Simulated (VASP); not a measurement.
# HC12 (a cell with a defect) in VASP: further runs

The runs below take HC12 (a cell with a defect) through single point, with PBE.

Program: VASP 6.6.1. These are calculated values, not measurements. Logs are shortened: lines on timing, memory, paths and dates and some standing lists are left out, and cuts for length are marked.

**1. The cell of the first run**

The cell holds a defect, 13 atoms: a = 4.374 Å, b = 4.374 Å, c = 4.374 Å, α = 80.41°, β = 70.53°, γ = 60.00°.

**2. Single point, PBE**

Contents of INCAR:

```
SYSTEM = HC12
ALGO = Normal
EDIFF = 1E-7
ENCUT = 520
GGA = PE
ISIF = 2
ISMEAR = 0
LASPH = .True.
LCHARG = .False.
LREAL = .False.
LWAVE = .False.
NBANDS = 36
NELECT = 48.0
NELM = 100
PREC = Accurate
SIGMA = 0.05
```

Contents of KPOINTS:

```
k-points
0
Gamma
  6 6 6
  0 0 0
```

Contents of POSCAR:

```
HC12
1.0
   -3.5715485858     -1.7857742929     -1.7857742929
   -1.7857742929     -3.5715485858      1.7857742929
   -3.5715485858      1.7857742929      1.7857742929
C H
12 1
Direct
    0.9166666667      0.6666666667      0.2500000000
    0.5833333333      0.3333333333      0.2500000000
    0.2500000000      0.0000000000      0.2500000000
    0.0833333333      0.3333333333      0.7500000000
    0.7500000000      0.0000000000      0.7500000000
    0.4166666667      0.6666666667      0.7500000000
    0.5416666667      0.6666666667      0.3750000000
    0.2083333333      0.3333333333      0.3750000000
    0.8750000000      0.0000000000      0.3750000000
    0.7083333333      0.3333333333      0.8750000000
    0.3750000000      0.0000000000      0.8750000000
    0.0416666667      0.6666666667      0.8750000000
    0.6041666667      0.7916666667     -0.1875000000
```

Potentials or basis: VASP PAW PBE potentials, release 64 (C, H).

Started as:

```
cat potpaw_PBE.64/C/POTCAR potpaw_PBE.64/H/POTCAR > POTCAR
mpirun -np 1 vasp_std > vasp.out
```

OUTCAR:

```text
SYSTEM = HC12
   EDIFF = 1E-7
   ENCUT = 520
   GGA = PE
   ISIF = 2
   ISMEAR = 0
   LASPH = .True.
   LREAL = .False.
   NELECT = 48.0
   NELM = 100
   PREC = Accurate

 ion  position               nearest neighbor table
   1  0.917  0.667  0.250-   9 1.55   7 1.55  12 1.55   8 1.55
   2  0.583  0.333  0.250-   8 1.55  10 1.55   9 1.55   7 1.55
   3  0.250  0.000  0.250-   8 1.55   9 1.55  11 1.55   7 1.55
   4  0.083  0.333  0.750-   8 1.55  10 1.55  11 1.55  12 1.55
   5  0.750  0.000  0.750-  13 1.30  10 1.55  11 1.55   9 1.55  12 1.55
   6  0.417  0.667  0.750-  13 1.30  11 1.55  12 1.55   7 1.55  10 1.55
   7  0.542  0.667  0.375-   1 1.55   6 1.55   3 1.55   2 1.55
   8  0.208  0.333  0.375-   3 1.55   2 1.55   4 1.55   1 1.55
   9  0.875  0.000  0.375-   1 1.55   3 1.55   5 1.55   2 1.55
  10  0.708  0.333  0.875-   5 1.55   4 1.55   2 1.55   6 1.55
  11  0.375  0.000  0.875-  13 0.95   6 1.55   3 1.55   5 1.55   4 1.55
  12  0.042  0.667  0.875-   1 1.55   6 1.55   5 1.55   4 1.55
  13  0.604  0.792  0.812-  11 0.95   5 1.30   6 1.30

  LATTYP: Found a base centered monoclinic cell.
 ALAT       =     4.3742358134
 B/A-ratio  =     1.7320508076
 C/A-ratio  =     1.0000000000
 COS(beta)  =    -0.3333333333

  Lattice vectors:

 A1 = (   1.7857742929,  -1.7857742929,   3.5715485858)
 A2 = (   1.7857742929,   3.5715485858,  -1.7857742929)
 A3 = (  -3.5715485858,   1.7857742929,   1.7857742929)

Analysis of symmetry for initial positions (statically):
=====================================================================
 Subroutine PRICEL returns:
 Original cell was already a primitive cell.

 Routine SETGRP: Setting up the symmetry group for a
 base centered monoclinic supercell.

 Subroutine GETGRP returns: Found  1 space group operations
 (whereof  1 operations were pure point group operations)
 out of a pool of  4 trial point group operations.

The static configuration has the point symmetry C_1 .

Analysis of symmetry for dynamics (positions and initial velocities):
=====================================================================
 Subroutine PRICEL returns:
 Original cell was already a primitive cell.

 Routine SETGRP: Setting up the symmetry group for a
 base centered monoclinic supercell.

 Subroutine GETGRP returns: Found  1 space group operations
 (whereof  1 operations were pure point group operations)
 out of a pool of  4 trial point group operations.

The dynamic configuration has the point symmetry C_1 .

 Subroutine INISYM returns: Found  1 space group operations
 (whereof  1 operations are pure point group operations),
 and found     1 'primitive' translations

----------------------------------------------------------------------------------------

                                     Primitive cell

  volume of cell :      68.3378

  direct lattice vectors                    reciprocal lattice vectors
    -3.571548586 -1.785774293 -1.785774293    -0.139995296 -0.046665099 -0.233325493
    -1.785774293 -3.571548586  1.785774293     0.000000000 -0.186660394  0.186660394
    -3.571548586  1.785774293  1.785774293    -0.139995296  0.139995296  0.139995296

  length of vectors
     4.374235813  4.374235813  4.374235813     0.276074446  0.263977661  0.242478965

  position of ions in fractional coordinates (direct lattice)
     0.916666667  0.666666667  0.250000000
     0.583333333  0.333333333  0.250000000
     0.250000000  0.000000000  0.250000000
     0.083333333  0.333333333  0.750000000
     0.750000000  0.000000000  0.750000000
     0.416666667  0.666666667  0.750000000
     0.541666667  0.666666667  0.375000000
     0.208333333  0.333333333  0.375000000
     0.875000000  0.000000000  0.375000000
     0.708333333  0.333333333  0.875000000
     0.375000000  0.000000000  0.875000000
     0.041666667  0.666666667  0.875000000
     0.604166667  0.791666667  0.812500000

  ion indices of the primitive-cell ions
   primitive index   ion index
                 1           1
                 2           2
                 3           3
                 4           4
                 5           5
                 6           6
                 7           7
                 8           8
                 9           9
                10          10
                11          11
                12          12
                13          13

----------------------------------------------------------------------------------------

 KPOINTS: k-points

Automatic generation of k-mesh.
 Grid dimensions read from file:
 generate k-points for:    6    6    6

 Generating k-lattice:

  Cartesian coordinates                     Fractional coordinates (reciprocal lattice)
    -0.023332549 -0.007777516 -0.038887582     0.166666667 -0.000000000 -0.000000000
     0.000000000 -0.031110066  0.031110066     0.000000000  0.166666667  0.000000000
    -0.023332549  0.023332549  0.023332549     0.000000000  0.000000000  0.166666667

  Length of vectors
     0.046012408  0.043996277  0.040413161

  Shift w.r.t. Gamma in fractional coordinates (k-lattice)
     0.000000000  0.000000000  0.000000000

 Subroutine IBZKPT returns following result:
 ===========================================

 Found    112 irreducible k-points:

 Following reciprocal coordinates:
            Coordinates               Weight
  0.000000  0.000000  0.000000      1.000000
  0.166667  0.000000 -0.000000      2.000000
 -0.166667 -0.166667  0.000000      2.000000
  0.333333  0.000000 -0.000000      2.000000
 -0.333333 -0.333333  0.000000      2.000000
  0.500000  0.000000 -0.000000      1.000000
[... 16 lines left out ...]
 -0.166667 -0.166667 -0.166667      2.000000
  0.333333  0.000000  0.166667      2.000000
 [... further k-points ...]
   k-points           NKPTS =    112   k-points in BZ     NKDIM =    112   number of bands    NBANDS=     36
   number of dos      NEDOS =    301   number of ions     NIONS =     13
   total plane-waves  NPLWV =  46656
   dimension x,y,z NGX =    36 NGY =   36 NGZ =   36
   dimension x,y,z NGXF=    72 NGYF=   72 NGZF=   72
   ions per type =              12   1
   NGX,Y,Z   is equivalent  to a cutoff of  13.68, 13.68, 13.68 a.u.
   NGXF,Y,Z  is equivalent  to a cutoff of  27.36, 27.36, 27.36 a.u.
 SYSTEM =  HC12
   PREC   = accura    normal or accurate (medium, high low for compatibility)
   ISTART =      0    job   : 0-new  1-cont  2-samecut
   ICHARG =      2    charge: 1-file 2-atom 10-const
   ISPIN  =      1    spin polarized calculation?
   LNONCOLLINEAR =      F non collinear calculations
   LSORBIT =      F    spin-orbit coupling
   LASPH  =      T    aspherical Exc in radial PAW
   ENCUT  =  520.0 eV  38.22 Ry    6.18 a.u.   8.13  8.13  8.13*2*pi/ulx,y,z
   NELM   =    100;   NELMIN=  2; NELMDL= -5     # of ELM steps
   EDIFF  = 0.1E-06   stopping-criterion for ELM
   LREAL  =      F    real-space projection
   EDIFFG = 0.1E-05   stopping-criterion for IOM
   NSW    =      0    number of steps for IOM
   IBRION =     -1    ionic relax: 0-MD 1-quasi-New 2-CG
   NFREE  =      0    steps in history (QN), initial steepest desc. (CG)
   ISIF   =      2    stress and relaxation
   ISYM   =      2    0-nonsym 1-usesym 2-fastsym
   POTIM  = 0.5000    time-step for ionic-motion
   TEBEG  =    0.0;   TEEND  =   0.0 temperature during run
   PSTRESS=    0.0 pullay stress
   NELECT =      48.0000    total number of electrons
   NUPDOWN=      -1.0000    fix difference up-down
   EMIN   =  10.00;   EMAX   =-10.00  energy-range for DOS
   EFERMI =   0.00;   METHOD = LEGACY
   ISMEAR =     0;   SIGMA  =   0.05  broadening in eV -4-tet -1-fermi 0-gaus
   EFERMI_NEDOS =   21; number of points for ismear=-14 and -15
   IALGO  =     38    algorithm
   IMIX   =      4    mixing-type and parameters
     AMIX     =   0.40;   BMIX     =  1.00
     AMIX_MAG =   1.60;   BMIX_MAG =  1.00
  volume/ion in A,a.u.               =       5.26        35.47
  Fermi-wavevector in a.u.,A,eV,Ry     =   1.455241  2.750007 28.813417  2.117726
  Thomas-Fermi vector in A             =   2.572298
   LORBIT       =      0    0 simple, 1 ext, 2 COOP (PROOUT), +10 PAW based schemes
   GGA     = PE    functional components
   LHFCALC =     F    Hartree Fock is set to
   AEXX    =    0.0000 exact exchange contribution
   IVDW    =     0    specifies the selected vdW correction
   LEPSILON=     F    determine dielectric tensor
   LRPA    =     F    only Hartree local field effects (RPA)
 non-spin polarized calculation
 Gauss-broadening in eV      SIGMA  =   0.05
  energy-cutoff  :      520.00
  volume of cell :       68.34
 maximum number of plane-waves:      1862
 NGX is ok and might be reduce to    36
   NGX = 17   NGY = 17   NGZ = 17

 number of electron      48.0000003 magnetization

 Free energy of the ion-electron system (eV)
  ---------------------------------------------------
  ext. energy  EPLUGINS =         0.00000000
  ---------------------------------------------------
  free energy    TOTEN  =      -117.66994459 eV

  energy without entropy =     -117.66994459  energy(sigma->0) =     -117.66994459

 E-fermi :  10.1654     XC(G=0): -13.2265

 val. band max:        9.8551964466   @ k =   0.0000   0.0000   0.0000
 cond. band min:      12.7687647501   @ k =  -0.3333   0.3333   0.3333
 fundamental gap:      2.9135683034
 Fermi energy:        10.1654400530

 k-point     1 :       0.0000    0.0000    0.0000
  band No.  band energies     occupation
      1     -12.5818      2.00000
      2      -7.6308      2.00000
      3      -5.0840      2.00000
      4      -4.5367      2.00000
      5      -4.1183      2.00000
      6      -3.9367      2.00000
[... 28 lines left out ...]
     35      19.6156      0.00000
     36      19.9448      0.00000

 k-point     2 :       0.1667    0.0000   -0.0000
  band No.  band energies     occupation
      1     -12.3817      2.00000
      2      -7.8586      2.00000
      3      -5.7174      2.00000
      4      -5.2566      2.00000
      5      -4.7008      2.00000
      6      -3.8448      2.00000
[... 28 lines left out ...]
     35      19.4663      0.00000
     36      19.7025      0.00000

 k-point     3 :      -0.1667   -0.1667    0.0000
  band No.  band energies     occupation
      1     -12.3771      2.00000
      2      -7.8673      2.00000
      3      -5.7997      2.00000
      4      -5.2513      2.00000
      5      -4.5925      2.00000
      6      -3.7707      2.00000
[... 28 lines left out ...]
     35      19.3930      0.00000
     36      19.7174      0.00000

 k-point     4 :       0.3333    0.0000   -0.0000
  band No.  band energies     occupation
      1     -11.8471      2.00000
      2      -8.6553      2.00000
      3      -6.5454      2.00000
      4      -5.6442      2.00000
      5      -5.3155      2.00000
      6      -4.4612      2.00000
[... 28 lines left out ...]
     35      19.5387      0.00000
     36      19.8083      0.00000

 k-point     5 :      -0.3333   -0.3333    0.0000
  band No.  band energies     occupation
      1     -11.8251      2.00000
      2      -8.6755      2.00000
      3      -6.7524      2.00000
      4      -5.5601      2.00000
      5      -5.2137      2.00000
      6      -4.3890      2.00000
[... 655 lines left out ...]
 k-point    22 :       0.1667    0.0000    0.1667
  band No.  band energies     occupation
      1     -12.3344      2.00000
      2      -7.8788      2.00000
      3      -5.7762      2.00000
      4      -5.2298      2.00000
      5      -4.4091      2.00000
      6      -4.0108      2.00000
[... 28 lines left out ...]
     35      19.6688      0.00000
     36      20.9635      0.00000

 k-point    23 :      -0.1667   -0.1667   -0.1667
  band No.  band energies     occupation
      1     -12.3296      2.00000
      2      -7.9027      2.00000
      3      -5.8358      2.00000
      4      -5.0786      2.00000
      5      -4.3967      2.00000
      6      -4.0736      2.00000
[... 28 lines left out ...]
     35      19.6916      0.00000
     36      21.0286      0.00000

 k-point    24 :       0.3333    0.0000    0.1667
  band No.  band energies     occupation
      1     -11.8743      2.00000
      2      -8.3961      2.00000
      3      -6.3128      2.00000
      4      -5.6832      2.00000
      5      -5.3222      2.00000
      6      -4.7255      2.00000
[... 28 lines left out ...]
     35      18.9954      0.00000
     36      19.8301      0.00000

 [... further k-points ...]
[... 5 lines left out ...]
  --------------------------------------------------------------------------------------
  -------------------------------------------------------------------------------------
  Total       -7.0193238     -7.0032635     -1.7260247      2.2100419     -2.1141623      2.1119714
  in kB     -164.5678183   -164.1912861    -40.4665930     51.8143612    -49.5664657     49.5151012
  external PRESSURE =    -123.0752324 kB  Pullay stress =       0.0000000 kB

 VOLUME and BASIS-vectors are now :
 -----------------------------------------------------------------------------
  energy-cutoff  :      520.00
  volume of cell :       68.34
      direct lattice vectors                 reciprocal lattice vectors
    -3.571548586 -1.785774293 -1.785774293    -0.139995296 -0.046665099 -0.233325493
    -1.785774293 -3.571548586  1.785774293     0.000000000 -0.186660394  0.186660394
    -3.571548586  1.785774293  1.785774293    -0.139995296  0.139995296  0.139995296

 POSITION                                       TOTAL-FORCE (eV/Angst)
 -----------------------------------------------------------------------------------
     -5.35732     -3.57155     -0.00000        -0.188048      0.148389      0.123935
     -3.57155     -1.78577     -0.00000        -0.201609      0.321000      0.325332
     -1.78577      0.00000      0.00000        -0.557662      0.482179      0.454927
     -3.57155      0.00000      1.78577         0.652027     -0.583851     -1.140561
     -5.35732      0.00000      0.00000        -1.955772     -3.247171     -1.368756
     -5.35732     -1.78577      1.78577         3.250418      1.887675     -1.357345
     -4.46444     -2.67866      0.89289         0.129335     -0.371387     -0.175252
     -2.67866     -0.89289      0.89289         0.216578     -0.281915     -0.277484
     -4.46444     -0.89289     -0.89289         0.555883     -0.254114     -0.215532
     -6.25021     -0.89289      0.89289        -0.442775      1.188102      0.136264
     -4.46444      0.89289      0.89289         1.808436     -1.756299     11.818812
     -4.46444     -0.89289      2.67866        -1.213887      0.398404      0.124414
     -6.47343     -2.45544      1.78577        -2.052924      2.068987     -8.448753
 -----------------------------------------------------------------------------------
    total drift:                                0.000006     -0.000034      0.000040

  FREE ENERGIE OF THE ION-ELECTRON SYSTEM (eV)
  ---------------------------------------------------
  free  energy   TOTEN  =      -117.6699445946 eV

  energy  without entropy=     -117.6699445946  energy(sigma->0) =     -117.66994459
```

Wall time 2 min (1 thread of Intel Xeon 6975P-C (Granite Rapids), shared host); peak memory 0.32 GiB.

What came out:

- Free energy: -117.6699 eV
- Largest force: 12.085 eV/Å

Forces in eV/Å, atoms in the order of the input:
```
C   -0.188  0.148  0.124
C   -0.202  0.321  0.325
C   -0.558  0.482  0.455
C    0.652 -0.584 -1.141
C   -1.956 -3.247 -1.369
C    3.250  1.888 -1.357
C    0.129 -0.371 -0.175
C    0.217 -0.282 -0.277
C    0.556 -0.254 -0.216
C   -0.443  1.188  0.136
C    1.808 -1.756 11.819
C   -1.214  0.398  0.124
H   -2.053  2.069 -8.449
```

Levels at points of the mesh, in eV from the Fermi level:
```tsv
k point	band 21	band 22	band 23	band 24	band 25	band 26	band 27	band 28
(0.00, 0.00, 0.00)	-3.43	-0.49	-0.38	-0.31	3.86	4.94	5.05	5.68
(0.50, 0.00, 0.00)	-4.54	-4.44	-2.59	-2.24	4.15	5.58	6.20	6.39
(0.50, 0.50, 0.00)	-4.65	-4.36	-2.39	-2.26	3.30	5.87	6.24	6.28
(0.00, 0.50, 0.00)	-3.26	-3.13	-1.99	-1.56	3.60	4.24	5.79	6.87
(0.00, 0.00, 0.50)	-2.92	-2.89	-1.63	-1.61	4.80	6.24	6.62	6.87
(0.50, 0.00, 0.50)	-3.85	-3.70	-3.13	-3.09	3.56	4.25	5.23	5.57
(0.50, 0.50, 0.50)	-3.76	-3.69	-3.13	-3.11	2.81	4.39	5.11	5.62
(0.00, 0.50, 0.50)	-4.68	-4.61	-4.05	-4.01	3.99	5.40	5.59	6.05
```

Caveat: the cell carries a net charge on a neutralising background, which shifts energy and pressure; the cell is charged against a uniform background, so pressure and absolute levels hang on convention.

**3. Single point, PBE**

Contents of INCAR:

```
SYSTEM = HC12
PREC = Accurate
ENCUT = 520
EDIFF = 1E-7
ISMEAR = 0
SIGMA = 0.05
LREAL = .False.
LASPH = .True.
NELM = 60
ALGO = Normal
ISIF = 2
LWAVE = .False.
LCHARG = .False.
GGA = PE
NBANDS = 36
NELECT = 48.0
```

Contents of KPOINTS:

```
Automatic mesh
0
Gamma
  6 6 6
  0 0 0
```

POSCAR, as its differences from that of step 2:

```diff
@@ -20,2 +20,2 @@
     0.0416666667      0.6666666667      0.8750000000
-    0.6041666667      0.7916666667     -0.1875000000
+    0.7916666667      0.7916666667      0.0000000000
```

Potentials or basis: VASP PAW PBE potentials, release 64 (C, H).

Started as:

```
cat potpaw_PBE.64/C/POTCAR potpaw_PBE.64/H/POTCAR > POTCAR
mpirun -np 1 vasp_std > vasp.out
```

Run time: 2.1 min. Hardware: 1 thread of Intel Xeon 6975P-C (Granite Rapids), shared host; peak memory 0.31 GiB.

It converged, with:

| Quantity | Value |
| --- | --- |
| Free energy | -117.7520 eV |
| Largest force | 11.957 eV/Å |

Forces in eV/Å, atoms in the order of the input:
```
C    -3.128   2.309   1.255
C    -0.119   0.122   0.279
C    -0.013   0.153   0.413
C     0.457  -0.029  -0.134
C     2.327  -2.963   1.029
C    -0.459  -0.603   0.081
C     0.396   0.772   0.505
C     0.100  -0.160  -0.440
C    -0.042  -0.160  -0.526
C    -0.203   0.268   0.071
C     0.566   0.114   0.529
C    -1.955  -1.949 -11.634
H     2.074   2.126   8.572
```

Levels at points of the mesh, in eV from the Fermi level:
| k point | band 21 | band 22 | band 23 | band 24 | band 25 | band 26 | band 27 | band 28 |
| --- | --- | --- | --- | --- | --- | --- | --- | --- |
| (0.00, 0.00, 0.00) | -3.10 | -0.48 | -0.46 | -0.28 | 3.91 | 5.07 | 5.16 | 5.51 |
| (0.50, 0.00, 0.00) | -4.62 | -4.33 | -2.62 | -2.10 | 4.26 | 5.77 | 5.89 | 6.62 |
| (0.50, 0.50, 0.00) | -4.56 | -4.32 | -2.78 | -2.19 | 5.28 | 5.59 | 6.04 | 6.42 |
| (0.00, 0.50, 0.00) | -3.26 | -3.11 | -2.09 | -1.52 | 3.69 | 4.33 | 5.49 | 7.44 |
| (0.00, 0.00, 0.50) | -2.75 | -2.22 | -1.89 | -1.83 | 4.42 | 6.41 | 6.95 | 7.07 |
| (0.50, 0.00, 0.50) | -3.78 | -3.63 | -3.10 | -3.07 | 3.69 | 4.32 | 5.15 | 5.76 |
| (0.50, 0.50, 0.50) | -3.93 | -3.63 | -3.09 | -3.02 | 3.09 | 4.46 | 5.21 | 5.74 |
| (0.00, 0.50, 0.50) | -4.51 | -4.28 | -4.19 | -4.03 | 3.96 | 5.34 | 5.85 | 6.00 |

Caveat: the cell carries a net charge on a neutralising background, which shifts energy and pressure; the cell is charged against a uniform background, so pressure and absolute levels hang on convention.

(Part 1 of 2 ends here.)
